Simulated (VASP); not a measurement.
Runs of VASP 6.6.1 on MgO. The structure is that of space group Fm-3m (No. 225), or close to it. The cells are those of the table. 

```csv
cell,gap on the mesh (eV),pressure (GPa)
"a = 3.020, b = 2.975, c = 2.975 Å, angles 61.0, 59.5, 59.5°, 2 atoms",5.47,(c)
"a = 3.020, b = 3.042, c = 3.042 Å, angles 59.5, 60.2, 60.2°, 2 atoms",(a),(b)
"a = 3.020, b = 2.997, c = 2.997 Å, angles 60.5, 59.8, 59.8°, 2 atoms",5.33,-6.0
"a = 3.020, b = 3.065, c = 3.065 Å, angles 59.0, 60.5, 60.5°, 2 atoms",4.87,-11.7
```

Alike in all rows: task single point; level r2SCAN; potentials or basis VASP PAW PBE potentials, release 64 (Mg, O); no spin polarisation; k mesh 10 × 10 × 10; cutoff (eV) 520; smearing gaussian 0.05 eV.

Estimate the missing entries.

(a) 5.03; (b) -10.1; (c) -3.4.

Caveats: the cell stands under tension; the PAW data sets were made with another functional, which shifts forces and pressure a little.

